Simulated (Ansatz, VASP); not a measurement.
This is a calculation of TePb for VASP 6.6.1.

File INCAR:

```
SYSTEM = TePb
PREC = Accurate ; ENCUT = 520
EDIFF = 1E-6 ; ISMEAR = -1
SIGMA = 0.05 ; LREAL = .False.
LASPH = .True. ; NELM = 100
ALGO = Normal ; ISIF = 2
LWAVE = .False. ; LCHARG = .False.
GGA = PE ; IVDW = 13
NBANDS = 17
```

The input KPOINTS:

```
regular mesh
0
Gamma
  7 7 7
  0 0 0
```

Contents of POSCAR:

```
TePb
1.0
    0.0000000000      3.2310000000      3.2310000000
    3.2310000000      0.0000000000      3.2310000000
    3.2310000000      3.2310000000      0.0000000000
Pb Te
1 1
Direct
    0.0000000000      0.0000000000      0.0000000000
    0.5000000000      0.5000000000      0.5000000000
```

Potentials or basis: VASP PAW PBE potentials, release 64 (Pb_d, Te).

Launch:

```console
$ cat potpaw_PBE.64/Pb_d/POTCAR potpaw_PBE.64/Te/POTCAR > POTCAR
$ mpirun -np 1 vasp_std > vasp.out
```

Task: Set up the same calculation for Ansatz 0.2.0. Potentials there: Ansatz PAW.

Result: As run (the cutoff follows the program's own potentials):

The input input.yaml:

```yaml
crystal:
  lattice:
    - [0.0, 3.231, 3.231]
    - [3.231, 0.0, 3.231]
    - [3.231, 3.231, 0.0]
  atoms:
    - { symbol: Pb, position: [0.0, 0.0, 0.0] }
    - { symbol: Te, position: [0.5, 0.5, 0.5] }
hamiltonian:
  xc: pbe
  pseudopotentials: { kind: paw }
  dispersion: d4
kpoints:
  mp_grid: { grid: [7, 7, 7] }
scf:
  occupations: { method: fermi_dirac, width: 0.05 }
output:
  forces: true
  stress: true
  eigenvalues: true
```

Potentials or basis: Ansatz PAW.

Run with:

```console
$ ansatz run input.yaml --threads 2 --pin off --max-ram 5120MiB --backend cpu --events-out ev --progress --plain --runs-dir out
```

Both were run:

|  | VASP | Ansatz | Ansatz less VASP |
| --- | --- | --- | --- |
| pressure (GPa) | 0.1 | 0.2 | +0.06 |

VASP's potentials hold 20 valence electrons a cell and Ansatz's 30, so a difference there can come from the potentials and not from the codes.

Neither program's run includes spin-orbit coupling.
